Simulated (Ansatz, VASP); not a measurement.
# Nb: VASP beside Ansatz

```
Nb
1.0
    -1.66395    1.66395    1.61403
     1.66395   -1.66395    1.61403
     1.66395    1.66395   -1.61403
Nb
1
Cartesian
  0.0000 0.0000 0.0000
```

Change from the starting cell: strain +0.000 along x and y, -0.030 along z, atoms carried along.

Alike in both runs: task single point; functional PBE; k mesh 20 × 20 × 20; occupations gaussian, width 0.15 eV; no spin polarisation.

```csv
,VASP,Ansatz
version,VASP 6.6.1,Ansatz 0.2.0
potentials or method,"VASP PAW PBE potentials, release 64 (Nb_sv), cutoff 520 eV","scalar-relativistic, plane waves, PAW"
valence electrons in the cell,13,13
```

VASP gave:

* gap on the k mesh at the Fermi level (eV): none
* pressure (GPa): 2.0
* traceless stress, the component that is largest in VASP (GPa): 2.16

Task: Estimate Ansatz's values.

Result: gap on the k mesh at the Fermi level (eV): none; pressure (GPa): 2.5; traceless stress, the component that is largest in VASP (GPa): 2.17.

A gap of «none» marks a metal or a gap that the smearing closes. With one functional, cell and mesh, what is left measures potentials, basis and numerics.
